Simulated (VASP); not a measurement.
Here is a VASP 6.6.1 calculation.

File INCAR:

```
SYSTEM = HfB4C
PREC = Accurate ; ENCUT = 520
EDIFF = 1E-6 ; ISMEAR = 0
SIGMA = 0.1 ; LREAL = .False.
LASPH = .True. ; NELM = 60
ALGO = Normal ; ISIF = 2
LWAVE = .False. ; LCHARG = .False.
GGA = PE ; NBANDS = 22
```

Contents of KPOINTS:

```
regular mesh
0
Gamma
  6 6 2
  0 0 0
```

File POSCAR:

```
HfB4C
1.0
    2.9240217700      0.0000000000      0.0000000000
   -1.4620108900      2.5322771400      0.0000000000
    0.0000000000      0.0000000000      7.5328336300
Hf B C
1 4 1
Direct
    0.0000000000      0.0000000000      0.0000000000
    0.0000000000      0.0000000000      0.7071691200
    0.6666666700      0.3333333300      0.7986019800
    0.6666666700      0.3333333300      0.2013980200
    0.0000000000      0.0000000000      0.2928308800
    0.6666666700      0.3333333300      0.5000000000
```

Potentials or basis: VASP PAW PBE potentials, release 64 (Hf_pv, B, C).

Launch:

```bash
$ cat potpaw_PBE.64/Hf_pv/POTCAR potpaw_PBE.64/B/POTCAR potpaw_PBE.64/C/POTCAR > POTCAR
$ mpirun -np 1 vasp_std > vasp.out
```

(1) Estimate the largest force.

(2) Predict the band gap on the k mesh.

(3) What does it give for the pressure?

## Answers

(1) 4.924 eV/Å.

(2) zero (band 13 reaches 7.16 eV, above the bottom of band 14 at 4.77 eV).

(3) 13.2 GPa.

Caveat: the k points lie up to 0.42 Å⁻¹ apart; spin-orbit coupling is left out, which moves the levels of the heavy elements; forces of over 1 eV/Å act on the atoms, so gaps and moduli don't describe the material at rest.
